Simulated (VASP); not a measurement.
# WS2: single point with PBEsol+U

The system is WS2.

```
W S
1.0
     1.57900    0.91164    6.16333
    -1.57900    0.91164    6.16333
     0.00000   -1.82327    6.16333
W S
1 2
Direct
  0.00000 0.00000 0.00000
  0.58100 0.58100 0.58100
  0.75030 0.75030 0.75030
```

- Program: VASP 6.6.1
- Task: single point
- Functional: PBEsol
- Potentials or basis: VASP PAW PBE potentials, release 64 (W_sv, S)
- Cutoff: 520 eV
- k mesh: 10 × 10 × 10
- Occupations: fermi-dirac, width 0.05 eV
- Spin: no spin polarisation
- Hubbard terms: W d U = 1.0 eV

The pressure is 0.3 GPa, the largest force is 0.607 eV/Å and the band gap on the k mesh is 1.03 eV (least direct gap 2.23 eV).

Forces in eV/Å, atoms in the order of the input:
```
W    0.000  0.000 -0.607
S    0.000  0.000  0.263
S    0.000  0.000  0.344
```

Stress tensor (GPa, compression positive):
```
-0.09  0.00  0.00
 0.00 -0.09  0.00
 0.00  0.00  1.08
```

Levels at points of the mesh, in eV from the valence-band top:
| k point | band 9 | band 10 | band 11 | band 12 | band 13 | band 14 | band 15 | band 16 | band 17 | band 18 |
| --- | --- | --- | --- | --- | --- | --- | --- | --- | --- | --- |
| (0.00, 0.00, 0.00) | -3.54 | -2.27 | -2.27 | -1.59 | -1.23 | 2.20 | 2.20 | 2.55 | 2.55 | 4.60 |
| (0.50, 0.00, 0.00) | -5.34 | -4.16 | -2.59 | -1.83 | -1.76 | 2.32 | 2.59 | 3.59 | 3.89 | 4.30 |
| (0.50, 0.50, 0.00) | -5.03 | -4.07 | -3.20 | -2.03 | -1.58 | 2.28 | 2.71 | 3.19 | 4.40 | 4.88 |
| (0.50, 0.50, 0.50) | -3.55 | -3.55 | -2.24 | -2.24 | 0.00 | 2.31 | 2.31 | 2.39 | 2.39 | 4.83 |

Eigenvalues of the final occupation matrices:
```tsv
site	spin	trace	eigenvalues
site 1 d	1	1.72	0.33 0.33 0.34 0.34 0.36
site 1 d	2	1.72	0.33 0.33 0.34 0.34 0.36
```

Wall time 8.6 min on 1 thread of Intel Xeon 8259CL, with other jobs on the host, peak memory 0.38 GiB.

Caveat: the PAW data sets were made with another functional, which shifts forces and pressure a little; spin-orbit coupling is left out, which moves the levels of the heavy elements. A k mesh can miss the band edges.
